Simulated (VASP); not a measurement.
# Zr3C2 (Cmmm) in VASP: a series of runs

Zr3C2 is run at these levels: PBE; tasks: single point.

Everything below comes from runs of VASP 6.6.1. Logs are shortened: lines on timing, memory, paths and dates and some standing lists are left out, and cuts for length are marked.

### Step 1. The cell of the first run

Symmetry: Cmmm, No. 65, orthorhombic system. Conventional cell: a = 4.548 Å, b = 5.745 Å, c = 4.909 Å, α = 90.00°, β = 90.00°, γ = 90.00°. Zr (site symmetry 2mm) has 2 C at 1.44 Å within 1.9 Å. Zr (site symmetry mmm) has 8 Zr at 2.70 to 3.66 Å and 8 C at 3.06 Å within 3.7 Å. C (site symmetry 2/m) has 2 Zr at 1.44 Å within 1.9 Å.

The cell was generated, and may not be a known phase.

### Step 2. Single point, PBE

The input, INCAR:

```
SYSTEM = Zr3C2
PREC = Accurate
ENCUT = 520
EDIFF = 1E-6
ISMEAR = 0
SIGMA = 0.1
LREAL = .False.
LASPH = .True.
NELM = 60
ALGO = Normal
ISIF = 2
LWAVE = .False.
LCHARG = .False.
GGA = PE
NBANDS = 30
```

The input, KPOINTS:

```
Automatic mesh
0
Gamma
  6 6 4
  0 0 0
```

The input, POSCAR:

```
Zr3C2
1.0
    2.2741938400     -2.8723654900      0.0000000000
    2.2741938400      2.8723654900      0.0000000000
    0.0000000000      0.0000000000      4.9093285500
Zr C
3 2
Direct
    0.7467016600      0.7467016600      0.5000000000
    0.2532983400      0.2532983400      0.5000000000
    0.5000000000      0.5000000000      0.0000000000
    0.0000000000      0.5000000000      0.5000000000
    0.5000000000      0.0000000000      0.5000000000
```

Potentials or basis: VASP PAW PBE potentials, release 64 (Zr_sv, C).

Started as:

```bash
> cat potpaw_PBE.64/Zr_sv/POTCAR potpaw_PBE.64/C/POTCAR > POTCAR
> mpirun -np 1 vasp_std > vasp.out
```

OUTCAR:

```text
SYSTEM = Zr3C2
   PREC = Accurate
   ENCUT = 520
   EDIFF = 1E-6
   ISMEAR = 0
   LREAL = .False.
   LASPH = .True.
   NELM = 60
   ISIF = 2
   GGA = PE

 ion  position               nearest neighbor table
   1  0.747  0.747  0.500-   4 1.44   5 1.44   2 2.24   2 2.30   5 2.68   4 2.68   3 2.70   3 2.70
                             4 2.70   5 2.70   2 2.87   2 2.87
   2  0.253  0.253  0.500-   4 1.44   5 1.44   1 2.24   1 2.30   4 2.68   5 2.68   3 2.70   3 2.70
                             5 2.70   4 2.70   1 2.87   1 2.87
   3  0.500  0.500  0.000-   1 2.70   2 2.70   1 2.70   2 2.70
   4  0.000  0.500  0.500-   1 1.44   2 1.44   1 2.68   2 2.68   1 2.70   2 2.70
   5  0.500  0.000  0.500-   1 1.44   2 1.44   1 2.68   2 2.68   2 2.70   1 2.70

 -----------------------------------------------------------------------------
|                                                                             |
|           W    W    AA    RRRRR   N    N  II  N    N   GGGG   !!!           |
|           W    W   A  A   R    R  NN   N  II  NN   N  G    G  !!!           |
|           W    W  A    A  R    R  N N  N  II  N N  N  G       !!!           |
|           W WW W  AAAAAA  RRRRR   N  N N  II  N  N N  G  GGG   !            |
|           WW  WW  A    A  R   R   N   NN  II  N   NN  G    G                |
|           W    W  A    A  R    R  N    N  II  N    N   GGGG   !!!           |
|                                                                             |
|     The distance between some ions is very small. Please check the          |
|     nearest-neighbor list in the OUTCAR file.                               |
|     I HOPE YOU KNOW WHAT YOU ARE DOING!                                     |
|                                                                             |
 -----------------------------------------------------------------------------

  LATTYP: Found a base centered orthorhombic cell.
 ALAT       =     4.5483876800
 B/A-ratio  =     1.2630257982
 C/A-ratio  =     1.0793557839

  Lattice vectors:

 A1 = (   2.2741938400,  -2.8723654900,   0.0000000000)
 A2 = (   2.2741938400,   2.8723654900,   0.0000000000)
 A3 = (   0.0000000000,   0.0000000000,   4.9093285500)

Analysis of symmetry for initial positions (statically):
=====================================================================
 Subroutine PRICEL returns:
 Original cell was already a primitive cell.

 Routine SETGRP: Setting up the symmetry group for a
 base centered orthorhombic supercell.

 Subroutine GETGRP returns: Found  8 space group operations
 (whereof  8 operations were pure point group operations)
 out of a pool of  8 trial point group operations.

The static configuration has the point symmetry D_2h.

Analysis of symmetry for dynamics (positions and initial velocities):
=====================================================================
 Subroutine PRICEL returns:
 Original cell was already a primitive cell.

 Routine SETGRP: Setting up the symmetry group for a
 base centered orthorhombic supercell.

 Subroutine GETGRP returns: Found  8 space group operations
 (whereof  8 operations were pure point group operations)
 out of a pool of  8 trial point group operations.

The dynamic configuration has the point symmetry D_2h.

 Subroutine INISYM returns: Found  8 space group operations
 (whereof  8 operations are pure point group operations),
 and found     1 'primitive' translations

----------------------------------------------------------------------------------------

                                     Primitive cell

  volume of cell :      64.1386

  direct lattice vectors                    reciprocal lattice vectors
     2.274193840 -2.872365490  0.000000000     0.219858128 -0.174072555  0.000000000
     2.274193840  2.872365490  0.000000000     0.219858128  0.174072555  0.000000000
     0.000000000  0.000000000  4.909328550     0.000000000  0.000000000  0.203693843

  length of vectors
     3.663664986  3.663664986  4.909328550     0.280426195  0.280426195  0.203693843

  position of ions in fractional coordinates (direct lattice)
     0.746701660  0.746701660  0.500000000
     0.253298340  0.253298340  0.500000000
     0.500000000  0.500000000  0.000000000
     0.000000000  0.500000000  0.500000000
     0.500000000  0.000000000  0.500000000

  ion indices of the primitive-cell ions
   primitive index   ion index
                 1           1
                 2           2
                 3           3
                 4           4
                 5           5

----------------------------------------------------------------------------------------

 KPOINTS: Automatic mesh

Automatic generation of k-mesh.
 Grid dimensions read from file:
 generate k-points for:    6    6    4

 Generating k-lattice:

  Cartesian coordinates                     Fractional coordinates (reciprocal lattice)
     0.036643021 -0.029012093  0.000000000     0.166666667 -0.000000000  0.000000000
     0.036643021  0.029012093  0.000000000    -0.000000000  0.166666667  0.000000000
     0.000000000  0.000000000  0.050923461     0.000000000  0.000000000  0.250000000

  Length of vectors
     0.046737699  0.046737699  0.050923461

  Shift w.r.t. Gamma in fractional coordinates (k-lattice)
     0.000000000  0.000000000  0.000000000

 Subroutine IBZKPT returns following result:
 ===========================================

 Found     39 irreducible k-points:

 Following reciprocal coordinates:
            Coordinates               Weight
  0.000000  0.000000  0.000000      1.000000
  0.166667  0.000000  0.000000      4.000000
  0.333333  0.000000  0.000000      4.000000
  0.500000 -0.000000  0.000000      2.000000
  0.166667  0.166667  0.000000      2.000000
  0.333333  0.166667  0.000000      4.000000
[... 16 lines left out ...]
  0.333333  0.333333  0.250000      4.000000
  0.500000  0.333333  0.250000      8.000000
 [... further k-points ...]
   k-points           NKPTS =     39   k-points in BZ     NKDIM =     39   number of bands    NBANDS=     30
   number of dos      NEDOS =    301   number of ions     NIONS =      5
   total plane-waves  NPLWV =  31360
   dimension x,y,z NGX =    28 NGY =   28 NGZ =   40
   dimension x,y,z NGXF=    56 NGYF=   56 NGZF=   80
   ions per type =               3   2
[... 11 lines left out ...]
   NELM   =     60;   NELMIN=  2; NELMDL= -5     # of ELM steps
   EDIFF  = 0.1E-05   stopping-criterion for ELM
   LREAL  =      F    real-space projection
[... 7 lines left out ...]
   TEBEG  =    0.0;   TEEND  =   0.0 temperature during run
   PSTRESS=    0.0 pullay stress
   NELECT =      44.0000    total number of electrons
   NUPDOWN=      -1.0000    fix difference up-down
   EMIN   =  10.00;   EMAX   =-10.00  energy-range for DOS
   EFERMI =   0.00;   METHOD = LEGACY
   ISMEAR =     0;   SIGMA  =   0.10  broadening in eV -4-tet -1-fermi 0-gaus
   EFERMI_NEDOS =   21; number of points for ismear=-14 and -15
   IALGO  =     38    algorithm
   IMIX   =      4    mixing-type and parameters
     AMIX     =   0.40;   BMIX     =  1.00
     AMIX_MAG =   1.60;   BMIX_MAG =  1.00
  volume/ion in A,a.u.               =      12.83        86.57
  Fermi-wavevector in a.u.,A,eV,Ry     =   1.443841  2.728463 28.363741  2.084676
  Thomas-Fermi vector in A             =   2.562203
   LORBIT       =      0    0 simple, 1 ext, 2 COOP (PROOUT), +10 PAW based schemes
   GGA     = PE    functional components
   LHFCALC =     F    Hartree Fock is set to
   AEXX    =    0.0000 exact exchange contribution
   IVDW    =     0    specifies the selected vdW correction
   LEPSILON=     F    determine dielectric tensor
   LRPA    =     F    only Hartree local field effects (RPA)
 non-spin polarized calculation
 Gauss-broadening in eV      SIGMA  =   0.10
  energy-cutoff  :      520.00
  volume of cell :       64.14
 maximum number of plane-waves:      1750
   NGX = 13   NGY = 13   NGZ = 19

 number of electron      43.9999998 magnetization

 Free energy of the ion-electron system (eV)
  ---------------------------------------------------
  ext. energy  EPLUGINS =         0.00000000
  ---------------------------------------------------
  free energy    TOTEN  =        -3.08712241 eV

  energy without entropy =       -3.07527829  energy(sigma->0) =       -3.08120035

 E-fermi :  11.4577     XC(G=0): -12.0097

 val. band max:       11.3854347606   @ k =   0.5000   0.5000   0.0000
 cond. band min:      11.4662357349   @ k =  -0.1667   0.1667   0.2500
 fundamental gap:      0.0808009743
 Fermi energy:        11.4577392802

 k-point     1 :       0.0000    0.0000    0.0000
  band No.  band energies     occupation
      1     -38.5374      2.00000
      2     -37.8894      2.00000
      3     -37.0496      2.00000
      4     -20.1364      2.00000
      5     -19.7994      2.00000
      6     -18.3137      2.00000
[... 22 lines left out ...]
     29      15.8773      0.00000
     30      17.4878      0.00000

 k-point     2 :       0.1667    0.0000    0.0000
  band No.  band energies     occupation
      1     -38.4606      2.00000
      2     -37.8823      2.00000
      3     -37.1488      2.00000
      4     -20.1512      2.00000
      5     -19.8591      2.00000
      6     -17.9917      2.00000
[... 22 lines left out ...]
     29      15.9194      0.00000
     30      16.9294      0.00000

 k-point     3 :       0.3333    0.0000    0.0000
  band No.  band energies     occupation
      1     -38.2674      2.00000
      2     -37.8489      2.00000
      3     -37.4057      2.00000
      4     -20.1707      2.00000
      5     -19.9879      2.00000
      6     -17.0774      2.00000
[... 22 lines left out ...]
     29      16.3928      0.00000
     30      17.3837      0.00000

 k-point     4 :       0.5000   -0.0000    0.0000
  band No.  band energies     occupation
      1     -38.1365      2.00000
      2     -37.7055      2.00000
      3     -37.6951      2.00000
      4     -20.1649      2.00000
      5     -20.0669      2.00000
      6     -16.9073      2.00000
[... 22 lines left out ...]
     29      15.7096      0.00000
     30      17.1663      0.00000

 k-point     5 :       0.1667    0.1667    0.0000
  band No.  band energies     occupation
      1     -38.2797      2.00000
      2     -37.8523      2.00000
      3     -37.3995      2.00000
      4     -20.1400      2.00000
      5     -19.9437      2.00000
      6     -17.0130      2.00000
[... 22 lines left out ...]
     29      14.5319      0.00000
     30      14.6275      0.00000
[... 526 lines left out ...]
     29      16.9650      0.00000
     30      18.5772      0.00000

 k-point    22 :      -0.1667    0.1667    0.2500
  band No.  band energies     occupation
      1     -38.4853      2.00000
      2     -37.9247      2.00000
      3     -37.0513      2.00000
      4     -20.3652      2.00000
      5     -19.6957      2.00000
      6     -18.5143      2.00000
[... 22 lines left out ...]
     29      17.4974      0.00000
     30      18.4255      0.00000

 k-point    23 :       0.3333    0.3333    0.2500
  band No.  band energies     occupation
      1     -38.1803      2.00000
      2     -37.8836      2.00000
      3     -37.4331      2.00000
      4     -20.7249      2.00000
      5     -19.5683      2.00000
      6     -17.5423      2.00000
[... 22 lines left out ...]
     29      14.3772      0.00000
     30      15.5360      0.00000

 k-point    24 :       0.5000    0.3333    0.2500
  band No.  band energies     occupation
      1     -38.3652      2.00000
      2     -37.9099      2.00000
      3     -37.1614      2.00000
      4     -20.8722      2.00000
      5     -19.4560      2.00000
      6     -18.4942      2.00000
[... 22 lines left out ...]
     29      14.9852      0.00000
     30      16.0313      0.00000

 [... further k-points ...]

------------------------ aborting loop because EDIFF is reached ----------------------------------------

  FORCE on cell =-STRESS in cart. coord.  units (eV):
  Direction    XX          YY          ZZ          XY          YZ          ZX
  --------------------------------------------------------------------------------------
  -------------------------------------------------------------------------------------
  Total       42.3474703    164.5057955     14.8952683      0.0000000      0.0000000      0.0000000
  in kB     1057.8370711   4109.3441348    372.0828395      0.0000000      0.0000000      0.0000000
  external PRESSURE =    1846.4213485 kB  Pullay stress =       0.0000000 kB

 VOLUME and BASIS-vectors are now :
 -----------------------------------------------------------------------------
  energy-cutoff  :      520.00
  volume of cell :       64.14
      direct lattice vectors                 reciprocal lattice vectors
     2.274193840 -2.872365490  0.000000000     0.219858128 -0.174072555  0.000000000
     2.274193840  2.872365490  0.000000000     0.219858128  0.174072555  0.000000000
     0.000000000  0.000000000  4.909328550     0.000000000  0.000000000  0.203693843

 POSITION                                       TOTAL-FORCE (eV/Angst)
 -----------------------------------------------------------------------------------
      3.39629      0.00000      2.45466         1.935505      0.000000     -0.000000
      1.15210      0.00000      2.45466        -1.935505      0.000000      0.000000
      2.27419      0.00000      0.00000        -0.000000     -0.000000      0.000000
      1.13710      1.43618      2.45466        -0.000000      0.000000      0.000000
      1.13710     -1.43618      2.45466        -0.000000      0.000000      0.000000
 -----------------------------------------------------------------------------------
    total drift:                                0.000000      0.000000      0.000000

  FREE ENERGIE OF THE ION-ELECTRON SYSTEM (eV)
  ---------------------------------------------------
  free  energy   TOTEN  =        -3.0871224064 eV

  energy  without entropy=       -3.0752782940  energy(sigma->0) =       -3.08120035
```

Wall time 55 s (1 thread of Intel Xeon Platinum 8488C (Sapphire Rapids), shared host); peak memory 0.21 GiB.

Results:

```
Free energy            : -3.0871 eV
Pressure               : 184.6 GPa
Largest force          : 1.936 eV/Å
Band gap on the k mesh : zero (bands 22 and 23 overlap by 1.38 eV)
```

Forces on the atoms (eV/Å):
```
Zr   1.936  0.000  0.000
Zr  -1.936  0.000  0.000
Zr   0.000  0.000  0.000
C    0.000  0.000  0.000
C    0.000  0.000  0.000
```

Caveat: atoms lie so close that the PAW spheres overlap strongly, which falsifies energies and pressures; the stress differs along the axes, from 37 to 411 GPa; forces of over 1 eV/Å act on the atoms, so gaps and moduli don't describe the material at rest.

### Step 3. Single point, PBE

This run uses another cell than the first one, of 19.76 Å³/atom.

The input, INCAR:

```
PREC = Accurate
ENCUT = 520
EDIFF = 1E-6
ISMEAR = 0
SIGMA = 0.1
LREAL = False
LASPH = True
NELM = 100
ALGO = Normal
ISIF = 2
LWAVE = False
LCHARG = False
GGA = PE
NBANDS = 30
```

The input, KPOINTS:

```
Automatic mesh
0
Gamma
  4 4 6
```

The input, POSCAR:

```
Zr3C2
1.0
    3.3771917173     -4.8894430437      0.0000000000
    3.3771917173      4.8894430437      0.0000000000
    0.0000000000      0.0000000000      2.9917643664
Zr C
3 2
Direct
    0.1325216000      0.8674784000      0.5000000000
    0.8674784000      0.1325216000      0.5000000000
    0.5000000000      0.5000000000      0.0000000000
    0.5000000000      0.0000000000      0.5000000000
    0.0000000000      0.5000000000      0.5000000000
```

Potentials or basis: VASP PAW PBE potentials, release 64 (Zr_sv, C).

Started as:

```bash
> cat potpaw_PBE.64/Zr_sv/POTCAR potpaw_PBE.64/C/POTCAR > POTCAR
> mpirun -np 1 vasp_std > vasp.out
```

Run time: 60 s. Hardware: 1 thread of Intel Xeon Platinum 8488C (Sapphire Rapids), shared host; peak memory 0.25 GiB.

Results (log left out):

```
Free energy            : -37.8424 eV
Pressure               : 0.1 GPa
Band gap on the k mesh : zero (bands 22 and 23 overlap by 0.64 eV)
```

Forces on the atoms (eV/Å):
```
Zr   0.000 -0.003  0.000
Zr   0.000  0.003  0.000
Zr   0.000  0.000  0.000
C    0.000  0.000  0.000
C    0.000  0.000  0.000
```

Stress tensor (GPa, compression positive):
```
0.08 0.00 0.00
0.00 0.25 0.00
0.00 0.00 0.04
```

Levels at points of the mesh, in eV from the Fermi level:
| k point | band 18 | band 19 | band 20 | band 21 | band 22 | band 23 | band 24 | band 25 | band 26 | band 27 |
| --- | --- | --- | --- | --- | --- | --- | --- | --- | --- | --- |
| (0.00, 0.00, 0.00) | -1.89 | -1.76 | -0.91 | -0.44 | -0.44 | 0.11 | 0.91 | 0.95 | 0.99 | 1.81 |
| (0.50, 0.00, 0.00) | -2.18 | -1.61 | -1.38 | -0.68 | -0.55 | 0.85 | 0.87 | 1.07 | 1.49 | 2.86 |
| (0.50, 0.50, 0.00) | -1.62 | -1.39 | -1.09 | -0.82 | -0.63 | 0.70 | 0.90 | 1.31 | 1.58 | 2.57 |
| (0.00, 0.00, 0.50) | -2.53 | -1.41 | -1.24 | -1.10 | -0.37 | 0.75 | 1.50 | 1.82 | 1.85 | 2.05 |
| (0.50, 0.00, 0.50) | -1.84 | -1.68 | -1.41 | -1.17 | -0.12 | -0.06 | 0.85 | 1.15 | 2.04 | 2.64 |
| (0.50, 0.50, 0.50) | -2.05 | -1.81 | -1.17 | -1.12 | -0.24 | 0.57 | 0.64 | 0.94 | 2.08 | 2.13 |

### Step 4. Single point, PBE

This run uses another cell than the first one, of 19.45 Å³/atom.

The input, INCAR:

```
SYSTEM = Zr3C2
PREC = Accurate
ENCUT = 520
EDIFF = 1E-7
ISMEAR = 0
SIGMA = 0.1
LREAL = .FALSE.
LASPH = .TRUE.
NELM = 100
ALGO = Normal
ISIF = 2
LWAVE = .FALSE.
LCHARG = .FALSE.
GGA = PE
NBANDS = 30
```

The input, KPOINTS:

```
regular mesh
0
G
  6 6 4
  0 0 0
```

The input, POSCAR:

```
Zr3C2
1.0
    4.7255768775     -3.5109668528      0.0000000000
    4.7255768775      3.5109668528      0.0000000000
    0.0000000000      0.0000000000      2.9301480202
Zr C
3 2
Direct
    0.8624009504      0.8624009504      0.5000000000
    0.1375990496      0.1375990496      0.5000000000
    0.5000000000      0.5000000000      0.0000000000
    0.0000000000      0.5000000000      0.5000000000
    0.5000000000      0.0000000000      0.5000000000
```

Started as:

```bash
> cat potpaw_PBE.64/Zr_sv/POTCAR potpaw_PBE.64/C/POTCAR > POTCAR
> mpirun -np 1 vasp_std > vasp.out
```

It took 99 s on 1 thread of Intel Xeon Platinum 8488C (Sapphire Rapids), shared host; peak memory 0.26 GiB.

Results (log left out):

| Quantity | Value |
| --- | --- |
| Free energy | -37.8512 eV |
| Pressure | 0.2 GPa |
| Largest force | 0.017 eV/Å |
| Band gap on the k mesh | zero (bands 22 and 23 overlap by 0.29 eV) |

Forces in eV/Å, atoms in the order of the input:
```
Zr  -0.017  0.000  0.000
Zr   0.017  0.000  0.000
Zr   0.000  0.000  0.000
C    0.000  0.000  0.000
C    0.000  0.000  0.000
```

Stress tensor (GPa, compression positive):
```
 0.42  0.00  0.00
 0.00 -0.01  0.00
 0.00  0.00  0.19
```

Levels at points of the mesh, in eV from the Fermi level:
```tsv
k point	band 19	band 20	band 21	band 22	band 23	band 24	band 25	band 26
(0.00, 0.00, 0.00)	-2.06	-0.97	-0.77	-0.61	-0.07	0.97	0.98	1.25
(0.50, 0.00, 0.00)	-1.86	-1.71	-0.95	-0.64	0.57	1.01	1.17	1.20
(0.50, 0.50, 0.00)	-1.72	-0.95	-0.86	-0.79	0.55	0.78	1.44	1.53
(0.00, 0.00, 0.50)	-1.58	-1.45	-1.16	-0.44	0.61	1.20	1.71	1.82
(0.50, 0.00, 0.50)	-1.65	-1.59	-1.18	-0.51	-0.18	0.86	0.97	1.98
(0.50, 0.50, 0.50)	-1.81	-1.29	-1.24	-0.83	0.58	0.66	0.79	1.72
```

Caveat: the k points lie up to 0.54 Å⁻¹ apart.

### Step 5. Overview

| cell | k mesh | gap on the mesh (eV) | pressure (GPa) | largest force (eV/Å) |
| --- | --- | --- | --- | --- |
| a = 3.664, b = 3.664, c = 4.909 Å, angles 90.0, 90.0, 103.3°, 5 atoms, atomic positions A | 6 × 6 × 4 | none | 184.6 | 1.94 |
| a = 5.942, b = 5.942, c = 2.992 Å, angles 90.0, 90.0, 110.7°, 5 atoms, atomic positions B | 4 × 4 × 6 | none | 0.1 | - |
| a = 5.887, b = 5.887, c = 2.930 Å, angles 90.0, 90.0, 73.2°, 5 atoms, atomic positions C | 6 × 6 × 4 | none | 0.2 | 0.02 |

Alike in all rows: task single point; level PBE; potentials or basis VASP PAW PBE potentials, release 64 (Zr_sv, C); no spin polarisation; cutoff (eV) 520; smearing gaussian 0.1 eV.

Caveats: some runs use coarse meshes; atoms lie so close that the PAW spheres overlap strongly, which falsifies energies and pressures (at least some runs); the stress differs along the axes, from 37 to 411 GPa (at least some runs); forces of over 1 eV/Å act on the atoms, so gaps and moduli don't describe the material at rest (at least some runs).

Absolute energies hang on the potentials; compare differences alone.

The gap in the log of VASP goes by the Fermi energy; the results here count the filled bands.